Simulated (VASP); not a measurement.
# Ni (Fm-3m) in VASP: further runs

The runs below take Ni through single point, relaxation of cell and atoms, with PBE.

Everything below comes from runs of VASP 6.6.1. Logs are shortened: lines on timing, memory, paths and dates and some standing lists are left out, and cuts for length are marked.

**1. The cell of the first run**

The structure is cubic, space group Fm-3m (No. 225). Conventional cell: a = 3.088 Å, b = 3.088 Å, c = 3.088 Å, α = 90.00°, β = 90.00°, γ = 90.00°. Ni (site symmetry m-3m) has 12 Ni at 2.18 Å within 2.9 Å.

**2. Single point, PBE (7.37 Å³/atom)**

Input file INCAR:

```
  ALGO = Normal
  EDIFF = 1E-6
  ENCUT = 600
  GGA = PE
  GGA_COMPAT = False
  ISIF = 2
  ISMEAR = -1
  LASPH = True
  LCHARG = False
  LREAL = False
  LWAVE = False
  NBANDS = 11
  NELM = 120
  PREC = Accurate
  SIGMA = 0.05
```

Input file KPOINTS:

```
k-points
0
Gamma
  21 21 21
```

Input file POSCAR:

```
Ni
1.0
    0.0000000000      1.5442432965      1.5442432965
    1.5442432965      0.0000000000      1.5442432965
    1.5442432965      1.5442432965      0.0000000000
Ni
1
Direct
    0.0000000000      0.0000000000      0.0000000000
```

Potentials or basis: VASP PAW PBE potentials, release 64 (Ni).

Started as:

```console
$ cat potpaw_PBE.64/Ni/POTCAR > POTCAR
$ mpirun -np 1 vasp_std > vasp.out
```

OUTCAR:

```text
EDIFF = 1E-6
   ENCUT = 600
   GGA = PE
   ISIF = 2
   ISMEAR = -1
   LASPH = True
   LREAL = False
   NELM = 120
   PREC = Accurate

 ion  position               nearest neighbor table
   1  0.000  0.000  0.000-

  LATTYP: Found a face centered cubic cell.
 ALAT       =     3.0884865930

  Lattice vectors:

 A1 = (   0.0000000000,   1.5442432965,   1.5442432965)
 A2 = (   1.5442432965,   0.0000000000,   1.5442432965)
 A3 = (   1.5442432965,   1.5442432965,   0.0000000000)

Analysis of symmetry for initial positions (statically):
=====================================================================
 Subroutine PRICEL returns:
 Original cell was already a primitive cell.

 Routine SETGRP: Setting up the symmetry group for a
 face centered cubic supercell.

 Subroutine GETGRP returns: Found 48 space group operations
 (whereof 48 operations were pure point group operations)
 out of a pool of 48 trial point group operations.

The static configuration has the point symmetry O_h .

Analysis of symmetry for dynamics (positions and initial velocities):
=====================================================================
 Subroutine PRICEL returns:
 Original cell was already a primitive cell.

 Routine SETGRP: Setting up the symmetry group for a
 face centered cubic supercell.

 Subroutine GETGRP returns: Found 48 space group operations
 (whereof 48 operations were pure point group operations)
 out of a pool of 48 trial point group operations.

The dynamic configuration has the point symmetry O_h .

 Subroutine INISYM returns: Found 48 space group operations
 (whereof 48 operations are pure point group operations),
 and found     1 'primitive' translations

----------------------------------------------------------------------------------------

                                     Primitive cell

  volume of cell :       7.3651

  direct lattice vectors                    reciprocal lattice vectors
     0.000000000  1.544243296  1.544243296    -0.323783177  0.323783177  0.323783177
     1.544243296  0.000000000  1.544243296     0.323783177 -0.323783177  0.323783177
     1.544243296  1.544243296  0.000000000     0.323783177  0.323783177 -0.323783177

  length of vectors
     2.183889814  2.183889814  2.183889814     0.560808913  0.560808913  0.560808913

  position of ions in fractional coordinates (direct lattice)
     0.000000000  0.000000000  0.000000000

  ion indices of the primitive-cell ions
   primitive index   ion index
                 1           1
[... 73 lines left out ...]
   LREAL  =      F    real-space projection
   EDIFFG = 0.1E-04   stopping-criterion for IOM
   NSW    =      0    number of steps for IOM
   IBRION =     -1    ionic relax: 0-MD 1-quasi-New 2-CG
   NFREE  =      0    steps in history (QN), initial steepest desc. (CG)
   ISIF   =      2    stress and relaxation
   ISYM   =      2    0-nonsym 1-usesym 2-fastsym
   POTIM  = 0.5000    time-step for ionic-motion
   TEBEG  =    0.0;   TEEND  =   0.0 temperature during run
   PSTRESS=    0.0 pullay stress
   NELECT =      10.0000    total number of electrons
   NUPDOWN=      -1.0000    fix difference up-down
   EMIN   =  10.00;   EMAX   =-10.00  energy-range for DOS
   EFERMI =   0.00;   METHOD = LEGACY
   ISMEAR =    -1;   SIGMA  =   0.05  broadening in eV -4-tet -1-fermi 0-gaus
   EFERMI_NEDOS =   21; number of points for ismear=-14 and -15
   IALGO  =     38    algorithm
   IMIX   =      4    mixing-type and parameters
     AMIX     =   0.40;   BMIX     =  1.00
     AMIX_MAG =   1.60;   BMIX_MAG =  1.00
  volume/ion in A,a.u.               =       7.37        49.70
  Fermi-wavevector in a.u.,A,eV,Ry     =   1.812797  3.425689 44.711900  3.286232
  Thomas-Fermi vector in A             =   2.870969
   LORBIT       =      0    0 simple, 1 ext, 2 COOP (PROOUT), +10 PAW based schemes
   GGA     = PE    functional components
   LHFCALC =     F    Hartree Fock is set to
   AEXX    =    0.0000 exact exchange contribution
   IVDW    =     0    specifies the selected vdW correction
   LEPSILON=     F    determine dielectric tensor
   LRPA    =     F    only Hartree local field effects (RPA)
 non-spin polarized calculation
  energy-cutoff  :      600.00
  volume of cell :        7.37
 maximum number of plane-waves:       262
 NGX is ok and might be reduce to    18
   NGX =  9   NGY =  9   NGZ =  9

 number of electron      10.0000000 magnetization

 number of electron       9.9999992 magnetization

 Free energy of the ion-electron system (eV)
  ---------------------------------------------------
  ext. energy  EPLUGINS =         0.00000000
  ---------------------------------------------------
  free energy    TOTEN  =        -3.96737806 eV

  energy without entropy =       -3.94911858  energy(sigma->0) =       -3.95824832

 E-fermi :  16.1420     XC(G=0): -15.7278

 val. band max:       16.1344921475   @ k =   0.4762   0.3333   0.0476
 cond. band min:      16.1433041522   @ k =  -0.4762   0.1905   0.0000
 fundamental gap:      0.0088120047
 Fermi energy:        16.1420072249

 k-point     1 :       0.0000    0.0000    0.0000
  band No.  band energies     occupation
      1       4.1799      2.00000
      2      12.8224      2.00000
      3      12.8224      2.00000
      4      12.8224      2.00000
      5      14.7989      2.00000
      6      14.7989      2.00000
      7      43.0152      0.00000
      8      50.1639      0.00000
      9      50.1639      0.00000
     10      50.1639      0.00000
     11      55.8406      0.00000
[... 309 lines left out ...]
 k-point    24 :      -0.3810    0.0476    0.0000
  band No.  band energies     occupation
      1       8.8235      2.00000
      2      12.7622      2.00000
      3      12.8649      2.00000
      4      13.5981      2.00000
      5      15.7089      1.99965
      6      16.2821      0.11441
      7      28.0268      0.00000
      8      41.5156      0.00000
      9      46.9134      0.00000
     10      49.5100      0.00000
     11      51.6867      0.00000

 [... further k-points ...]
[... 5 lines left out ...]
  --------------------------------------------------------------------------------------
  -------------------------------------------------------------------------------------
  Total        9.0081806      9.0081806      9.0081806      0.0000000      0.0000000      0.0000000
  in kB     1959.6138346   1959.6138346   1959.6138346      0.0000000      0.0000000      0.0000000
  external PRESSURE =    1959.6138346 kB  Pullay stress =       0.0000000 kB

 VOLUME and BASIS-vectors are now :
 -----------------------------------------------------------------------------
  energy-cutoff  :      600.00
  volume of cell :        7.37
      direct lattice vectors                 reciprocal lattice vectors
     0.000000000  1.544243296  1.544243296    -0.323783177  0.323783177  0.323783177
     1.544243296  0.000000000  1.544243296     0.323783177 -0.323783177  0.323783177
     1.544243296  1.544243296  0.000000000     0.323783177  0.323783177 -0.323783177

 POSITION                                       TOTAL-FORCE (eV/Angst)
 -----------------------------------------------------------------------------------
      0.00000      0.00000      0.00000        -0.000000     -0.000000      0.000000
 -----------------------------------------------------------------------------------
    total drift:                                0.000000     -0.000000      0.000000

  FREE ENERGIE OF THE ION-ELECTRON SYSTEM (eV)
  ---------------------------------------------------
  free  energy   TOTEN  =        -3.9673780558 eV

  energy  without entropy=       -3.9491185831  energy(sigma->0) =       -3.95824832
```

OSZICAR:

```text
N       E                     dE             d eps       ncg     rms          rms(c)
DAV:   1     0.328781067777E+02    0.32878E+02   -0.54321E+03  6538   0.153E+03
DAV:   2    -0.388590473733E+01   -0.36764E+02   -0.34981E+02  6584   0.200E+02
DAV:   3    -0.482539450747E+01   -0.93949E+00   -0.93329E+00  7085   0.352E+01
DAV:   4    -0.483199961290E+01   -0.66051E-02   -0.66029E-02  7093   0.271E+00
DAV:   5    -0.483210014371E+01   -0.10053E-03   -0.10053E-03  7455   0.305E-01    0.173E+01
DAV:   6    -0.408321600034E+01    0.74888E+00   -0.54499E+00  7905   0.372E+01    0.654E+00
DAV:   7    -0.399905257889E+01    0.84163E-01   -0.33344E-01  7414   0.952E+00    0.427E+00
DAV:   8    -0.396754143495E+01    0.31511E-01   -0.31634E-02  8943   0.167E+00    0.333E-01
DAV:   9    -0.396736058044E+01    0.18085E-03   -0.38228E-04  7407   0.262E-01    0.838E-02
DAV:  10    -0.396738017816E+01   -0.19598E-04   -0.13343E-05  8881   0.381E-02    0.144E-02
DAV:  11    -0.396737784053E+01    0.23376E-05   -0.46900E-07  4802   0.706E-03    0.305E-03
DAV:  12    -0.396737805584E+01   -0.21531E-06   -0.55476E-08  3743   0.187E-03
   1 F= -.39673781E+01 E0= -.39582483E+01  d E =-.182595E-01
```

stdout:

```text
POSCAR found type information on POSCAR Ni
 POSCAR found :  1 types and       1 ions
 scaLAPACK will be used
 LDA part: xc-table for (Slater+PW92), standard interpolation
 POSCAR, INCAR and KPOINTS ok, starting setup
 FFT: planning ... GRIDC
 FFT: planning ... GRID_SOFT
 FFT: planning ... GRID
 WAVECAR not read
 entering main loop
```

It took 27 s on 1 thread of AMD EPYC 7R43 (Zen 3), shared host; peak memory 0.11 GiB.

What came out:

```
Free energy            : -3.9674 eV
Pressure               : 196.0 GPa
Band gap on the k mesh : zero (bands 5 and 6 overlap by 1.75 eV)
```

Caveat: the cell stands under pressure; the run has no spin polarisation, though such a crystal can be magnetic. Spin polarisation is off, so any magnetic state and its effect on volume and gap are missing.

**3. Single point, PBE (10.83 Å³/atom)**

This run uses another cell than the first one, of 10.83 Å³/atom.

Input file INCAR:

```
SYSTEM = Ni
ALGO = Normal
EDIFF = 1E-6
ENCUT = 600
GGA = PE
GGA_COMPAT = .False.
ISIF = 2
ISMEAR = -1
LASPH = .True.
LCHARG = .False.
LREAL = .False.
LWAVE = .False.
NBANDS = 11
NELM = 120
PREC = Accurate
SIGMA = 0.05
```

Input file KPOINTS:

```
k-points
0
Gamma
  21 21 21
  0 0 0
```

Input file POSCAR:

```
Ni
1.0
    0.0000000000      1.7560872397      1.7560872397
    1.7560872397      0.0000000000      1.7560872397
    1.7560872397      1.7560872397      0.0000000000
Ni
1
Direct
    0.0000000000      0.0000000000      0.0000000000
```

Potentials or basis: VASP PAW PBE potentials, release 64 (Ni).

Started as:

```console
$ cat potpaw_PBE.64/Ni/POTCAR > POTCAR
$ mpirun -np 1 vasp_std > vasp.out
```

Wall time 32 s (1 thread of AMD EPYC 7R43 (Zen 3), shared host); peak memory 0.12 GiB.

Results (log left out):

* Free energy: -5.4275 eV
* Pressure: -0.1 GPa
* Band gap on the k mesh: zero (bands 5 and 6 overlap by 0.96 eV)

Levels at points of the mesh, in eV from the Fermi level:
| k point | band 3 | band 4 | band 5 | band 6 | band 7 | band 8 |
| --- | --- | --- | --- | --- | --- | --- |
| (0.00, 0.00, 0.00) | -1.86 | -1.86 | -0.76 | -0.76 | 23.86 | 27.83 |

Caveat: the run has no spin polarisation, though such a crystal can be magnetic. Spin polarisation is off, so any magnetic state and its effect on volume and gap are missing.

**4. Single point, PBE (9.96 Å³/atom)**

This run uses another cell than the first one, of 9.96 Å³/atom.

Input file INCAR:

```
SYSTEM = Ni
ALGO = Normal ; EDIFF = 1E-6
ENCUT = 520 ; GGA = PE
ISIF = 2 ; ISMEAR = -1
LASPH = .TRUE. ; LCHARG = .TRUE.
LELF = .TRUE. ; LREAL = .FALSE.
LVHAR = .TRUE. ; LWAVE = .FALSE.
NBANDS = 11 ; NELM = 60
PREC = Accurate ; SIGMA = 0.05
```

Input file KPOINTS:

```
k-points
0
G
  21 21 21
  0 0 0
```

Input file POSCAR:

```
Ni
1.0
    0.0000000000      1.7079508272      1.7079508272
    1.7079508272      0.0000000000      1.7079508272
    1.7079508272      1.7079508272      0.0000000000
Ni
1
Direct
    0.0000000000      0.0000000000      0.0000000000
```

Started as:

```console
$ cat potpaw_PBE.64/Ni/POTCAR > POTCAR
$ mpirun -np 1 vasp_std > vasp.out
```

Wall time 26 s (1 thread of AMD EPYC 7R43 (Zen 3), shared host); peak memory 0.11 GiB.

Results (log left out):

| Quantity | Value |
| --- | --- |
| Free energy | -5.3771 eV |
| Pressure | 20.4 GPa |
| Band gap on the k mesh | zero (bands 5 and 6 overlap by 1.10 eV) |

Levels at points of the mesh, in eV from the Fermi level:
```csv
k point,band 1,band 2,band 3,band 4,band 5,band 6,band 7,band 8,band 9,band 10
"(0.00, 0.00, 0.00)",-9.49,-2.11,-2.11,-2.11,-0.86,-0.86,24.56,29.18,29.18,29.18
```

Caveat: the cell stands under pressure; the run has no spin polarisation, though such a crystal can be magnetic. Spin polarisation is off, so any magnetic state and its effect on volume and gap are missing.

(Part 1 of 2 ends here.)
